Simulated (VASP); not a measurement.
Write the native input for VASP 6.6.1 that does the following.

| Property | Result |
| --- | --- |
| Task | single point |
| Functional | PBE |
| Potentials or basis | VASP PAW PBE potentials, release 64 (Mo_sv, Rh_pv) |
| Cutoff | 500 eV |
| k mesh | 4 × 4 × 4 |
| Occupations | gaussian, width 0.2 eV |
| Spin | no spin polarisation |
| Dipole correction | no |
| Further INCAR settings | ALGO = Normal; EDIFF = 1e-06; NBANDS = 52 |

The structure of Mo5Rh lies in POSCAR:

```
Mo5Rh
1.0
    4.8914095092      0.0000000000      0.0000000000
   -2.4457047546      4.2360848953      0.0000000000
    0.0000000000      0.0000000000      4.5133520884
Mo Rh
5 1
Direct
    0.3325371131      0.0000000000      0.5000000000
    0.6666666667      0.3333333333      0.0000000000
    0.3333333333      0.6666666667      0.0000000000
    0.0000000000      0.3325371131      0.5000000000
    0.6674628869      0.6674628869      0.5000000000
    0.0000000000      0.0000000000      0.0000000000
```

One way to write it, as run:

INCAR

```
PREC     = Accurate       # precision mode
ENCUT    = 500            # plane-wave cutoff, eV
EDIFF    = 1E-6           # SCF threshold, eV
ISMEAR   = 0              # smearing method
SIGMA    = 0.2            # smearing width, eV
LREAL    = False          # projectors in reciprocal space
LASPH    = True           # aspherical terms in the spheres
NELM     = 120            # most SCF steps
ALGO     = Normal         # electronic algorithm
ISIF     = 2              # what is computed and relaxed
LWAVE    = False          # write WAVECAR
LCHARG   = False          # write CHGCAR
GGA      = PE             # functional
NBANDS   = 52             # bands
GGA_COMPAT= False
```

KPOINTS

```
regular mesh
0
Gamma
  4 4 4
```

Potentials or basis: VASP PAW PBE potentials, release 64 (Mo_sv, Rh_pv).

Command:

```bash
$ cat potpaw_PBE.64/Mo_sv/POTCAR potpaw_PBE.64/Rh_pv/POTCAR > POTCAR
$ mpirun -np 1 vasp_std > vasp.out
```

It gave:

```yaml
Pressure: 0.4 GPa
Largest_force: 0.008 eV/Å
Band_gap_on_the_k_mesh: zero (an odd number of electrons rules out a gap without spin polarisation)
```

Caveat: the k points lie up to 0.37 Å⁻¹ apart, too coarse for converged energies and pressures of a metal.

Wall time 80 s on 1 thread of Intel Xeon 8259CL (shared host), peak memory 0.22 GiB.
